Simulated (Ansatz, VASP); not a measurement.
Two plane-wave programs on WS2

```
W S
1.0
     3.18295    0.00000    0.00000
    -1.59148    2.75652    0.00000
     0.00000    0.00000   28.53222
W S
3 6
Direct
  0.66667 0.33333 0.43436
  0.66667 0.33333 0.88553
  0.00000 0.00000 0.65929
  0.66667 0.33333 0.60463
  0.00000 0.00000 0.37971
  0.00000 0.00000 0.83085
  0.66667 0.33333 0.71395
  0.00000 0.00000 0.48903
  0.00000 0.00000 0.94019
```

Alike in both runs: functional r2SCAN; k mesh 7 × 7 × 1; occupations fermi-dirac, width 0.05 eV; no spin polarisation; Hubbard terms W d U = 3.0 eV.

|  | VASP | Ansatz |
| --- | --- | --- |
| version | VASP 6.6.1 | Ansatz 0.2.0 |
| potentials or method | VASP PAW PBE potentials, release 64 (W_sv, S) | Ansatz PAW |
| plane-wave cutoff (eV) | 520 | 500 |
| valence electrons in the cell | 78 | 78 |
| task | single point | density of states |

VASP gave:

* gap on the k mesh at the Fermi level (eV): 1.60
* least direct gap on the mesh (eV): 2.48
* rms of the force components (eV/Å): 0.130

Which values does Ansatz return?

gap on the k mesh at the Fermi level (eV): 1.70; least direct gap on the mesh (eV): 2.39; rms of the force components (eV/Å): 0.007.

VASP's potentials were made for PBE, not for r2SCAN. The programs project onto different local orbitals, so the same U acts differently, and such runs can settle in different states. Atom by atom the forces differ by 0.136 eV/Å (rms over components).

Neither program's run includes spin-orbit coupling. Noted on Ansatz's run: odd divisions of the mesh miss points on the zone boundary, where band edges often lie, so the gap on the mesh can be too wide.
